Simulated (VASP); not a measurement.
Runs of VASP 6.6.1 on Os. The structure is that of space group Pm-3m (No. 221), or close to it. The cells are those of the table. 

| cell | k mesh | gap on the mesh (eV) | pressure (GPa) |
| --- | --- | --- | --- |
| a = 2.498 Å, 1 atom | 14 × 14 × 14 | none | (b) |
| a = 2.534 Å, 1 atom | 14 × 14 × 14 | none | 11.7 |
| a = 2.667 Å, 1 atom | 14 × 14 × 14 | none | (a) |
| a = 2.568 Å, 1 atom | 20 × 20 × 20 | none | -0.5 |
| a = 2.568 Å, 1 atom | 14 × 14 × 14 | none | -0.1 |

Alike in all rows: task single point; level RPBE; potentials or basis VASP PAW PBE potentials, release 64 (Os); no spin polarisation; cutoff (eV) 520; smearing fermi-dirac 0.1 eV.

Question: Fill in the values left out.

Answer: (a) -22.5; (b) 26.5.

Caveats: the PAW data sets were made with another functional, which shifts forces and pressure a little; spin-orbit coupling is left out, which moves the levels of the heavy elements.

A k mesh can miss the band edges, and the runs leave out spin-orbit coupling on Os.

A gap of «none» marks levels without a gap at the run's occupations.
